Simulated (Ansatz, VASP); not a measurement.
One calculation of Si, two programs

File INCAR:

```
SYSTEM = Si
ALGO = Normal
EDIFF = 1E-6
ENCUT = 520
GGA = PE
ISIF = 2
ISMEAR = -1
LASPH = .TRUE.
LCHARG = .FALSE.
LREAL = .FALSE.
LWAVE = .FALSE.
NBANDS = 11
NELM = 60
PREC = Accurate
SIGMA = 0.05
```

The input KPOINTS:

```
k-points
0
G
  16 16 16
  0 0 0
```

Contents of POSCAR:

```
Si
1.0
   -2.2434715157      2.3605785361      1.2707357541
    2.2434715157     -2.3605785361      1.2707357541
    2.2434715157      2.3605785361     -1.2707357541
Si
2
Direct
    0.8070000000      0.5570000000      0.2500000000
    0.1930000000      0.4430000000      0.7500000000
```

Input for Ansatz:

```yaml
crystal:
  lattice:
    - [-2.2434715157, 2.3605785361, 1.2707357541]
    - [2.2434715157, -2.3605785361, 1.2707357541]
    - [2.2434715157, 2.3605785361, -1.2707357541]
  atoms:
    - { symbol: Si, position: [0.807, 0.557, 0.25] }
    - { symbol: Si, position: [0.193, 0.443, 0.75] }
kpoints:
  mp_grid: { grid: [16, 16, 16] }
  band_path:
    path:
      - [0.0, 0.0, 0.0]
      - [0.5, -0.5, 0.5]
      - [0.4758105458, -0.4758105458, 0.5241894542]
      - [-0.4758105458, 0.4758105458, 0.4758105458]
      - [0.0, 0.0, 0.0]
      - [0.3224458646, 0.3224458646, -0.3224458646]
      - [0.6775541354, -0.3224458646, 0.3224458646]
      - [0.5, -0.5, 0.5]
      - [0.0, 0.0, 0.0]
    npoints: 5
scf:
  occupations: { method: fermi_dirac, width: 0.05 }
hamiltonian:
  xc: pbe
  pseudopotentials: { kind: all_electron, lapw: { basis_error: 0.0005 } }
output:
  forces: true
  stress: true
  eigenvalues: true
```

Change from the starting cell: volume scaled by 0.99.

Alike in both runs: task single point; functional PBE; k mesh 16 × 16 × 16; occupations fermi-dirac, width 0.05 eV; no spin polarisation.

```csv
,VASP,Ansatz
version,VASP 6.6.1,Ansatz 0.2.0
potentials or method,"VASP PAW PBE potentials, release 64 (Si), cutoff 520 eV","all-electron LAPW, scalar-relativistic"
```

|  | VASP | Ansatz | Ansatz less VASP |
| --- | --- | --- | --- |
| pressure (GPa) | 17.4 | 17.5 | +0.08 |
| traceless stress, the component that is largest in VASP (GPa) | 1.89 | 1.88 | -0.010 |
| rms of the force components (eV/Å) | 0.006 | 0.008 | +0.0017 |

Atom by atom the forces differ by 0.002 eV/Å (rms over components). Ansatz ran all-electron here, and VASP with PAW potentials.
